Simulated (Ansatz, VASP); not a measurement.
# BeCd3S2 in VASP and in Ansatz

```
Be Cd S
1.0
     6.83843    0.00000    0.00000
    -3.41922    5.92226    0.00000
     0.00000    0.00000    3.77318
Be Cd S
1 3 2
Cartesian
  0.0000 0.0000 0.0000
  -1.7096 2.9611 1.8866
  1.7096 2.9611 1.8866
  3.4192 0.0000 1.8866
  3.4192 1.9741 0.0000
  0.0000 3.9482 0.0000
```

Change from the starting cell: species swapped into the TbAl3Cu2 type (P6/mmm, No. 191).

Alike in both runs: functional PBE; k mesh 3 × 3 × 6; occupations gaussian, width 0.1 eV; no spin polarisation.

Ansatz relaxed the structure, and its values are those at the end. VASP's run is a single point on that final structure, the one shown.

```csv
,VASP,Ansatz
version,VASP 6.6.1,Ansatz 0.2.0
potentials or method,"VASP PAW PBE potentials, release 64 (Be, Cd, S), cutoff 520 eV","scalar-relativistic, plane waves, PAW"
valence electrons in the cell,50,74
```

|  | VASP | Ansatz | Ansatz less VASP |
| --- | --- | --- | --- |
| gap on the k mesh at the Fermi level (eV) | none | none | - |
| pressure (GPa) | 0.1 | -0.2 | -0.23 |

A gap of «none» marks a metal or a gap that the smearing closes. VASP's potentials hold 50 valence electrons a cell and Ansatz's 74, so a difference there can come from the potentials and not from the codes.
